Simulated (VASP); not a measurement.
Yb:

```
CELL_PARAMETERS angstrom
-2.15148 2.15148 2.15148
2.15148 -2.15148 2.15148
2.15148 2.15148 -2.15148
ATOMIC_POSITIONS crystal
Yb 0.00000 0.00000 0.00000
```

This isn't the form of Yb at room conditions, which is fcc.

Base run:

```yaml
Program: VASP 6.6.1
Functional: PBEsol
Potentials_or_basis: VASP PAW PBE potentials, release 64 (Yb)
Cutoff: 520 eV
k_mesh: 9 × 9 × 9
Occupations: fermi-dirac, width 0.05 eV
Spin: collinear spin, ferromagnetic start
Starting_moments: "[1.0] μB"
Hubbard_terms: Yb f U = 4.0 eV
```

Its results: band gap on the k mesh zero (filled and empty bands overlap); pressure -2.2 GPa; net moment 0.00 μB per cell.

The run is repeated on the same cell with these changes: hubbard terms from Yb f U = 4.0 eV to Yb f U = 8.0 eV; further incar settings from ALGO = Normal; EDIFF = 1e-07; NBANDS = 22 to ALGO = Normal; EDIFF = 1e-06; NBANDS = 22. What comes out?

Band gap on the k mesh zero (filled and empty bands overlap); pressure -1.1 GPa; net moment 0.00 μB per cell.

Caveats: the PAW data sets were made with another functional, which shifts forces and pressure a little; spin-orbit coupling is left out, which moves the levels of the heavy elements.
